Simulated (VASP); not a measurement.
The system is Al.

```
Al
1.0
     3.99988    0.00000    0.00000
    -1.99994    3.46399    0.00000
     0.00000    0.00000    2.96600
Al
2
Cartesian
  1.9999 1.1547 2.2245
  0.0000 2.3093 0.7415
```

| Item | Value |
| --- | --- |
| Program | VASP 6.6.1 |
| Task | relaxation of cell and atoms |
| Functional | PBE |
| Potentials or basis | VASP PAW PBE potentials, release 64 (Al) |
| Cutoff | 600 eV |
| k mesh | 18 × 18 × 18 |
| Occupations | gaussian, width 0.1 eV |
| Spin | no spin polarisation |

At the start: pressure -0.8 GPa; volume 20.55 Å³/atom.

How do energy, volume and symmetry change on relaxing?

Over 10 steps the energy falls by 55.0 meV/atom and the volume is 20.57 Å³/atom (+0.1 %); space group P6_3/mmc (No. 194, to 0.05 Å).

The path:
| step | energy change (eV) | largest force (eV/Å) | pressure (GPa) | volume (Å³) |
| --- | --- | --- | --- | --- |
| 1 | 0.0000 | 0.0000 | -0.76 | 41.10 |
| 2 | -0.0681 | 0.0000 | 0.29 | 40.48 |
| 3 | 0.0339 | 0.0000 | 6.39 | 38.54 |
| 4 | -0.0992 | 0.0000 | 1.53 | 39.97 |
| 5 | -0.1010 | 0.0000 | 2.11 | 39.76 |
| 6 | -0.1012 | 0.0000 | 1.99 | 39.81 |
| 7 | -0.1091 | 0.0000 | -0.17 | 41.36 |
| 8 | -0.1097 | 0.0000 | 0.26 | 41.03 |
| 9 | -0.1101 | 0.0000 | -0.05 | 41.18 |
| 10 | -0.1101 | 0.0000 | 0.01 | 41.15 |

Final structure:
```xyz
2
Lattice="4.1612 0.0000 0.0000 -2.0806 3.6037 0.0000 0.0000 0.0000 2.7440" Properties=species:S:1:pos:R:3 pbc="T T T"
Al    2.0806    1.2012    2.0580
Al    0.0000    2.4025    0.6860
```
